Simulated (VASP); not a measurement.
## Ir: single point with BLYP

Ir:

```
Ir
1.0
     2.75869    0.00000    0.00000
    -1.37934    2.38909    0.00000
     0.00000    0.00000    4.46834
Ir
2
Cartesian
  0.0000 1.5927 1.1171
  1.3793 0.7964 3.3513
```

This isn't the form of Ir at room conditions, which is fcc.

```json
{
  "Program": "VASP 6.6.1",
  "Task": "single point",
  "Functional": "BLYP",
  "Potentials or basis": "VASP PAW PBE potentials, release 64 (Ir_sv_GW)",
  "Cutoff": "560 eV",
  "k mesh": "15 × 15 × 8",
  "Occupations": "fermi-dirac, width 0.1 eV",
  "Spin": "no spin polarisation"
}
```

The pressure is 12.8 GPa and the band gap on the k mesh is zero (bands 17 and 18 overlap by 2.96 eV).

Stress tensor (GPa, compression positive):
```
12.69  0.00  0.00
 0.00 12.69  0.00
 0.00  0.00 12.89
```

Levels at points of the mesh, in eV from the Fermi level:
```
           k point  band 15  band 16  band 17  band 18  band 19  band 20
(0.00, 0.00, 0.00)    -3.01    -2.27    -2.27    -0.34     0.25     0.25
(0.00, 0.00, 0.50)    -3.74    -3.74    -0.47    -0.47    -0.47    -0.47
```

Wall time 48 s on 1 thread of Intel(R) Xeon(R) 6975P-C (Granite Rapids) (shared host), peak memory 0.22 GiB.

Caveat: the cell stands under pressure; the PAW data sets were made with another functional, which shifts forces and pressure a little; spin-orbit coupling is left out, which moves the levels of the heavy elements.
